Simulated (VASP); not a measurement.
# Li33Cl32 (a cell with a defect) in VASP: notebook

Li33Cl32 (a cell with a defect) is run at these levels: PBEsol; tasks: single point.

Everything below comes from runs of VASP 6.6.1. Logs are shortened: lines on timing, memory, paths and dates and some standing lists are left out, and cuts for length are marked.

### Step 1. The cell of the first run

The cell holds a defect, 65 atoms: a = 10.133 Å, b = 10.133 Å, c = 10.133 Å, α = 90.00°, β = 90.00°, γ = 90.00°.

### Step 2. Single point, PBEsol

Contents of INCAR:

```
SYSTEM = Li33Cl32
PREC = Accurate
ENCUT = 520
EDIFF = 1E-6
ISMEAR = -1
SIGMA = 0.05
LREAL = Auto
LASPH = .True.
NELM = 100
ALGO = Normal
ISIF = 2
LWAVE = .False.
LCHARG = .False.
GGA = PS
NELECT = 322.0
ISYM = 0
NBANDS = 200
```

Contents of KPOINTS:

```
Automatic mesh
0
Gamma
  1 1 1
  0.25 0.25 0.25
```

Contents of POSCAR:

```
Li33Cl32
1.0
   10.1327090000      0.0000000000      0.0000000000
    0.0000000000     10.1327090000      0.0000000000
    0.0000000000      0.0000000000     10.1327090000
Cl Li
32 33
Direct
    0.2469440000      0.9954480000      0.9952750000
    0.2462030000      0.9994180000      0.4959490000
    0.2462510000      0.4961290000      0.9992590000
    0.7458210000      0.9957180000      0.9955710000
    0.7455760000      0.9954480000      0.4966700000
    0.7455970000      0.4967760000      0.9953420000
    0.7495720000      0.4960600000      0.4959450000
    0.9966790000      0.2465090000      0.9959220000
    0.9970780000      0.2469580000      0.4965300000
    0.9970830000      0.7457480000      0.9953760000
    0.9932910000      0.7466780000      0.4958420000
    0.4958810000      0.2469180000      0.9953500000
    0.4967960000      0.2431800000      0.4958460000
    0.4962830000      0.7461130000      0.9987670000
    0.4968400000      0.7466470000      0.4949250000
    0.9966360000      0.9960570000      0.2464110000
    0.9970300000      0.9954770000      0.7456610000
    0.9971030000      0.4966760000      0.2468330000
    0.9933010000      0.4959860000      0.7465590000
    0.4958630000      0.9954610000      0.2468450000
    0.4962810000      0.9989250000      0.7460330000
    0.4967610000      0.4959760000      0.2430730000
    0.4967950000      0.4950220000      0.7465090000
    0.2468160000      0.2469310000      0.2468130000
    0.2460790000      0.2432220000      0.7465240000
    0.2460800000      0.7466810000      0.2430850000
    0.2451900000      0.7466070000      0.7464950000
    0.7461410000      0.2465070000      0.2464130000
    0.7456580000      0.2469350000      0.7456720000
    0.7456060000      0.7457500000      0.2468000000
    0.7490590000      0.7461000000      0.7460740000
    0.2449320000      0.4948230000      0.4946460000
    0.3707870000      0.6206040000      0.6204640000
    0.9956230000      0.9968640000      0.9967440000
    0.9925810000      0.0000410000      0.4955070000
    0.9925380000      0.4956430000      0.9998920000
    0.9946650000      0.4948530000      0.4947110000
    0.4971110000      0.9998730000      0.9998030000
    0.4975260000      0.9986420000      0.4946420000
    0.4976320000      0.4948310000      0.9985260000
    0.5212550000      0.4716940000      0.4715800000
    0.2457890000      0.2423910000      0.9998620000
    0.2450440000      0.2444890000      0.4947750000
    0.2449440000      0.7474450000      0.9984770000
    0.2218610000      0.7709930000      0.4716360000
    0.7470820000      0.2454390000      0.9967150000
    0.7502240000      0.2423300000      0.4955550000
    0.7500680000      0.7469730000      0.9997200000
    0.7488090000      0.7474410000      0.4947080000
    0.2458070000      0.0000190000      0.2422320000
    0.2449930000      0.9986520000      0.7472890000
    0.2449950000      0.4948410000      0.2443780000
    0.2218290000      0.4717940000      0.7708740000
    0.7470550000      0.9968480000      0.2453410000
    0.7500400000      0.9998660000      0.7468100000
    0.7502290000      0.4956680000      0.2422760000
    0.7488700000      0.4948430000      0.7472620000
    0.9955030000      0.2453810000      0.2452290000
    0.9926160000      0.2423680000      0.7469690000
    0.9925270000      0.7470650000      0.2422410000
    0.9939370000      0.7474530000      0.7473290000
    0.4972700000      0.2423570000      0.2422430000
    0.4975800000      0.2437070000      0.7472900000
    0.4975820000      0.7474530000      0.2435320000
    0.5204180000      0.7702850000      0.7701310000
```

Potentials or basis: VASP PAW PBE potentials, release 64 (Cl, Li_sv).

Command:

```sh
$ cat potpaw_PBE.64/Cl/POTCAR potpaw_PBE.64/Li_sv/POTCAR > POTCAR
$ mpirun -np 1 vasp_std > vasp.out
```

OUTCAR:

```text
SYSTEM = Li33Cl32
   PREC = Accurate
   ENCUT = 520
   EDIFF = 1E-6
   ISMEAR = -1
   LREAL = Auto
   LASPH = .True.
   NELM = 100
   ISIF = 2
   GGA = PS
   NELECT = 322.0
   ISYM = 0

 ion  position               nearest neighbor table
   1  0.247  0.995  0.995-  42 2.50  50 2.50  51 2.51  44 2.51  38 2.54  34 2.55
   2  0.246  0.999  0.496-  45 2.34  43 2.48  39 2.55  51 2.55  35 2.57  50 2.57
   3  0.246  0.496  0.999-  53 2.34  52 2.48  44 2.55  40 2.55  36 2.57  42 2.57
   4  0.746  0.996  0.996-  38 2.52  48 2.52  55 2.52  46 2.53  54 2.53  34 2.53
   5  0.746  0.995  0.497-  47 2.50  35 2.50  49 2.51  39 2.51  55 2.54  54 2.55
   6  0.746  0.497  0.995-  56 2.50  36 2.50  40 2.51  57 2.51  48 2.54  46 2.55
   7  0.750  0.496  0.496-  41 2.34  37 2.48  57 2.55  49 2.55  56 2.57  47 2.57
   8  0.997  0.247  0.996-  59 2.52  42 2.52  36 2.53  58 2.53  46 2.53  34 2.53
   9  0.997  0.247  0.497-  47 2.50  35 2.50  37 2.51  43 2.51  59 2.54  58 2.55
  10  0.997  0.746  0.995-  60 2.50  48 2.50  44 2.51  61 2.51  36 2.54  34 2.54
  11  0.993  0.747  0.496-  45 2.34  49 2.48  61 2.55  37 2.55  35 2.57  60 2.57
  12  0.496  0.247  0.995-  62 2.50  38 2.50  40 2.51  63 2.51  42 2.53  46 2.55
  13  0.497  0.243  0.496-  41 2.34  39 2.48  63 2.55  43 2.55  47 2.57  62 2.57
  14  0.496  0.746  0.999-  65 2.34  64 2.48  40 2.55  44 2.55  38 2.57  48 2.57
  15  0.497  0.747  0.495-  33 2.21  64 2.55  49 2.55  39 2.55
  16  0.997  0.996  0.246-  60 2.52  35 2.52  50 2.53  58 2.53  54 2.53  34 2.53
  17  0.997  0.995  0.746-  59 2.50  55 2.50  51 2.51  61 2.51  35 2.54  34 2.54
[... 34 lines left out ...]
  52  0.245  0.495  0.244-   3 2.48  18 2.51  24 2.51  32 2.54  22 2.55  26 2.55
  53  0.222  0.472  0.771-   3 2.34  19 2.34  25 2.34
  54  0.747  0.997  0.245-  16 2.53  28 2.53   4 2.53  30 2.54  20 2.55   5 2.55
  55  0.750  1.000  0.747-  17 2.50  29 2.50   4 2.52   5 2.54  21 2.57  31 2.57
  56  0.750  0.496  0.242-  18 2.50   6 2.50  28 2.53  30 2.53  22 2.57   7 2.57
  57  0.749  0.495  0.747-  19 2.48  29 2.51   6 2.51  31 2.55   7 2.55  23 2.55
  58  0.996  0.245  0.245-   8 2.53  16 2.53  28 2.53  18 2.55   9 2.55  24 2.55
  59  0.993  0.242  0.747-  17 2.50  29 2.50   8 2.52   9 2.54  25 2.57  19 2.57
  60  0.993  0.747  0.242-  10 2.50  30 2.50  16 2.52  18 2.54  26 2.57  11 2.57
  61  0.994  0.747  0.747-  31 2.48  17 2.51  10 2.51  27 2.55  19 2.55  11 2.55
  62  0.497  0.242  0.242-  12 2.50  20 2.50  28 2.52  24 2.54  13 2.57  22 2.57
  63  0.498  0.244  0.747-  21 2.48  12 2.51  29 2.51  23 2.55  13 2.55  25 2.55
  64  0.498  0.747  0.244-  14 2.48  20 2.51  30 2.51  15 2.55  22 2.55  26 2.55
  65  0.520  0.770  0.770-  21 2.34  31 2.34  14 2.34

IMPORTANT INFORMATION: All symmetrisations will be switched off!
NOSYMM: (Re-)initialisation of all symmetry stuff for point group C_1.

----------------------------------------------------------------------------------------

                                     Primitive cell

  volume of cell :    1040.3434

  direct lattice vectors                    reciprocal lattice vectors
    10.132709000  0.000000000  0.000000000     0.098690291  0.000000000  0.000000000
     0.000000000 10.132709000  0.000000000     0.000000000  0.098690291  0.000000000
     0.000000000  0.000000000 10.132709000     0.000000000  0.000000000  0.098690291

  length of vectors
    10.132709000 10.132709000 10.132709000     0.098690291  0.098690291  0.098690291

  position of ions in fractional coordinates (direct lattice)
     0.246944000  0.995448000  0.995275000
     0.246203000  0.999418000  0.495949000
     0.246251000  0.496129000  0.999259000
     0.745821000  0.995718000  0.995571000
     0.745576000  0.995448000  0.496670000
     0.745597000  0.496776000  0.995342000
[... 57 lines left out ...]
     0.497582000  0.747453000  0.243532000
     0.520418000  0.770285000  0.770131000

  ion indices of the primitive-cell ions
   primitive index   ion index
                 1           1
                 2           2
                 3           3
                 4           4
                 5           5
                 6           6
[... 57 lines left out ...]
                64          64
                65          65

----------------------------------------------------------------------------------------

 KPOINTS: Automatic mesh

Automatic generation of k-mesh.
 Grid dimensions read from file:
 generate k-points for:    1    1    1

 Generating k-lattice:

  Cartesian coordinates                     Fractional coordinates (reciprocal lattice)
     0.098690291  0.000000000  0.000000000     1.000000000  0.000000000  0.000000000
     0.000000000  0.098690291  0.000000000     0.000000000  1.000000000  0.000000000
     0.000000000  0.000000000  0.098690291     0.000000000  0.000000000  1.000000000

  Length of vectors
     0.098690291  0.098690291  0.098690291

  Shift w.r.t. Gamma in fractional coordinates (k-lattice)
     0.250000000  0.250000000  0.250000000

 Subroutine IBZKPT returns following result:
 ===========================================

 Found      4 irreducible k-points:

 Following reciprocal coordinates:
            Coordinates               Weight
  0.250000  0.250000  0.250000      2.000000
 -0.250000  0.250000  0.250000      2.000000
 -0.250000 -0.250000  0.250000      2.000000
  0.250000 -0.250000  0.250000      2.000000
   k-points           NKPTS =      4   k-points in BZ     NKDIM =      4   number of bands    NBANDS=    200
   number of dos      NEDOS =    301   number of ions     NIONS =     65
   total plane-waves  NPLWV = 512000
   dimension x,y,z NGX =    80 NGY =   80 NGZ =   80
   dimension x,y,z NGXF=   160 NGYF=  160 NGZF=  160
   ions per type =              32  33
   NGX,Y,Z   is equivalent  to a cutoff of  13.13, 13.13, 13.13 a.u.
   NGXF,Y,Z  is equivalent  to a cutoff of  26.25, 26.25, 26.25 a.u.
 SYSTEM =  Li33Cl32
   PREC   = accura    normal or accurate (medium, high low for compatibility)
   ISTART =      0    job   : 0-new  1-cont  2-samecut
   ICHARG =      2    charge: 1-file 2-atom 10-const
   ISPIN  =      1    spin polarized calculation?
   LNONCOLLINEAR =      F non collinear calculations
   LSORBIT =      F    spin-orbit coupling
   LASPH  =      T    aspherical Exc in radial PAW
   ENCUT  =  520.0 eV  38.22 Ry    6.18 a.u.  18.84 18.84 18.84*2*pi/ulx,y,z
   NELM   =    100;   NELMIN=  2; NELMDL= -5     # of ELM steps
   EDIFF  = 0.1E-05   stopping-criterion for ELM
   LREAL  =      T    real-space projection
   EDIFFG = 0.1E-04   stopping-criterion for IOM
   NSW    =      0    number of steps for IOM
   IBRION =     -1    ionic relax: 0-MD 1-quasi-New 2-CG
   NFREE  =      0    steps in history (QN), initial steepest desc. (CG)
   ISIF   =      2    stress and relaxation
   ISYM   =      0    0-nonsym 1-usesym 2-fastsym
   POTIM  = 0.5000    time-step for ionic-motion
   TEBEG  =    0.0;   TEEND  =   0.0 temperature during run
   PSTRESS=    0.0 pullay stress
   NELECT =     322.0000    total number of electrons
   NUPDOWN=      -1.0000    fix difference up-down
   EMIN   =  10.00;   EMAX   =-10.00  energy-range for DOS
   EFERMI =   0.00;   METHOD = LEGACY
   ISMEAR =    -1;   SIGMA  =   0.05  broadening in eV -4-tet -1-fermi 0-gaus
   EFERMI_NEDOS =   21; number of points for ismear=-14 and -15
   IALGO  =     38    algorithm
   IMIX   =      4    mixing-type and parameters
     AMIX     =   0.40;   BMIX     =  1.00
     AMIX_MAG =   1.60;   BMIX_MAG =  1.00
  volume/ion in A,a.u.               =      16.01       108.01
  Fermi-wavevector in a.u.,A,eV,Ry     =   1.107392  2.092667 16.685044  1.226316
  Thomas-Fermi vector in A             =   2.243905
   LORBIT       =      0    0 simple, 1 ext, 2 COOP (PROOUT), +10 PAW based schemes
   GGA     = PS    functional components
   LHFCALC =     F    Hartree Fock is set to
   AEXX    =    0.0000 exact exchange contribution
   IVDW    =     0    specifies the selected vdW correction
   LEPSILON=     F    determine dielectric tensor
   LRPA    =     F    only Hartree local field effects (RPA)
 non-spin polarized calculation
  energy-cutoff  :      520.00
  volume of cell :     1040.34
 maximum number of plane-waves:     28033
 NGX is ok and might be reduce to    80
   NGX = 37   NGY = 37   NGZ = 37

 number of electron     321.9999929 magnetization

 Free energy of the ion-electron system (eV)
  ---------------------------------------------------
  ext. energy  EPLUGINS =         0.00000000
  ---------------------------------------------------
  free energy    TOTEN  =      -250.70546651 eV

  energy without entropy =     -250.70546651  energy(sigma->0) =     -250.70546651

 E-fermi :   2.2378     XC(G=0):  -9.0827

 val. band max:        0.8304241866   @ k =   0.2500  -0.2500   0.2500
 cond. band min:       7.6012860778   @ k =   0.2500  -0.2500   0.2500
 fundamental gap:      6.7708618912
 Fermi energy:         2.2378065738

 k-point     1 :       0.2500    0.2500    0.2500
  band No.  band energies     occupation
      1     -42.0290      2.00000
      2     -42.0280      2.00000
      3     -42.0270      2.00000
      4     -42.0256      2.00000
      5     -41.8243      2.00000
      6     -41.8231      2.00000
[... 693 lines left out ...]
    172       8.5407      0.00000
    173       8.6544      0.00000
 [bands above 173 left out]

------------------------ aborting loop because EDIFF is reached ----------------------------------------

  FORCE on cell =-STRESS in cart. coord.  units (eV):
  Direction    XX          YY          ZZ          XY          YZ          ZX
  --------------------------------------------------------------------------------------
  -------------------------------------------------------------------------------------
  Total       -3.9504596     -3.9630857     -3.9601463      0.0002096      0.0007440      0.0023106
  in kB       -6.0838921     -6.1033368     -6.0988100      0.0003228      0.0011458      0.0035584
  external PRESSURE =      -6.0953463 kB  Pullay stress =       0.0000000 kB

 VOLUME and BASIS-vectors are now :
 -----------------------------------------------------------------------------
  energy-cutoff  :      520.00
  volume of cell :     1040.34
      direct lattice vectors                 reciprocal lattice vectors
    10.132709000  0.000000000  0.000000000     0.098690291  0.000000000  0.000000000
     0.000000000 10.132709000  0.000000000     0.000000000  0.098690291  0.000000000
     0.000000000  0.000000000 10.132709000     0.000000000  0.000000000  0.098690291

 POSITION                                       TOTAL-FORCE (eV/Angst)
 -----------------------------------------------------------------------------------
      2.50221     10.08658     10.08483        -0.004412     -0.000945      0.000503
      2.49470     10.12681      5.02531        -0.003325      0.005270     -0.002379
      2.49519      5.02713     10.12520        -0.004464     -0.004499      0.006553
      7.55719     10.08932     10.08783         0.004678      0.003278      0.004945
      7.55470     10.08658      5.03261         0.000529     -0.000571     -0.003495
      7.55492      5.03369     10.08551         0.000395     -0.003862     -0.000174
[... 57 lines left out ...]
      5.04185      7.57372      2.46764        -0.002630     -0.003036      0.002402
      5.27324      7.80507      7.80351        -0.005572     -0.006241     -0.006330
 -----------------------------------------------------------------------------------
    total drift:                                0.015530      0.020263      0.018904

  FREE ENERGIE OF THE ION-ELECTRON SYSTEM (eV)
  ---------------------------------------------------
  free  energy   TOTEN  =      -250.7054665110 eV

  energy  without entropy=     -250.7054665110  energy(sigma->0) =     -250.70546651
```

Run time: 44 min. Hardware: 1 thread of Intel Xeon 8259CL, shared host; peak memory 1.2 GiB.

What came out:

* Free energy: -250.7055 eV
* Largest force: 0.019 eV/Å

Forces in eV/Å, atoms in the order of the input:
```
Cl  -0.004 -0.001  0.001
Cl  -0.003  0.005 -0.002
Cl  -0.004 -0.004  0.007
Cl   0.005  0.003  0.005
Cl   0.001 -0.001 -0.003
Cl   0.000 -0.004  0.000
Cl   0.007 -0.003 -0.003
Cl  -0.003 -0.003 -0.003
Cl  -0.003 -0.004  0.003
Cl  -0.004  0.003 -0.001
Cl   0.000 -0.005 -0.002
Cl   0.003 -0.004  0.000
Cl  -0.004 -0.002 -0.002
Cl   0.006  0.007  0.008
Cl   0.012  0.013 -0.006
Cl  -0.002 -0.004 -0.004
Cl  -0.002 -0.001  0.002
Cl  -0.004  0.002 -0.005
Cl   0.000 -0.002 -0.005
Cl   0.004  0.000 -0.006
Cl   0.006  0.007  0.005
Cl  -0.003 -0.002 -0.002
Cl   0.013 -0.006  0.012
Cl   0.002 -0.004 -0.004
Cl  -0.001 -0.002 -0.004
Cl  -0.001 -0.004 -0.002
Cl  -0.006  0.014  0.012
Cl  -0.002 -0.003 -0.004
Cl  -0.001 -0.005  0.002
Cl   0.000  0.003 -0.004
Cl   0.008  0.007  0.005
Cl  -0.003 -0.003 -0.001
Li   0.005  0.002  0.002
Li   0.002  0.001  0.002
Li   0.001 -0.001  0.000
Li   0.002  0.000 -0.001
Li  -0.011  0.004  0.004
Li  -0.007 -0.003 -0.005
Li  -0.002 -0.004  0.005
Li  -0.002  0.003 -0.004
Li  -0.002  0.008  0.008
Li   0.001  0.003  0.000
Li   0.003 -0.010  0.002
Li   0.004 -0.002 -0.003
Li   0.008  0.000  0.007
Li   0.000  0.002  0.001
Li  -0.002  0.003  0.000
Li  -0.004 -0.007 -0.004
Li  -0.005 -0.003  0.004
Li   0.000 -0.001  0.003
Li   0.003 -0.004 -0.002
Li   0.004  0.003 -0.012
Li   0.008  0.008  0.000
Li   0.000  0.001  0.002
Li  -0.004 -0.004 -0.006
Li  -0.003  0.000  0.002
Li  -0.006  0.003 -0.001
Li   0.004  0.003  0.004
Li   0.001  0.003 -0.004
Li   0.003 -0.004  0.004
Li   0.000 -0.003 -0.003
Li  -0.005  0.003  0.003
Li  -0.002  0.002 -0.002
Li  -0.003 -0.003  0.002
Li  -0.006 -0.006 -0.006
```

Caveat: the cell carries a net charge on a neutralising background, which shifts energy and pressure; the cell is charged against a uniform background, so pressure and absolute levels hang on convention; the cutoff is under 1.25 times the usual one of these potentials, so pressure, stress and relaxed cells hold a basis-set (Pulay) error; the PAW data sets were made with another functional, which shifts forces and pressure a little.

[end of part 1 of 2]
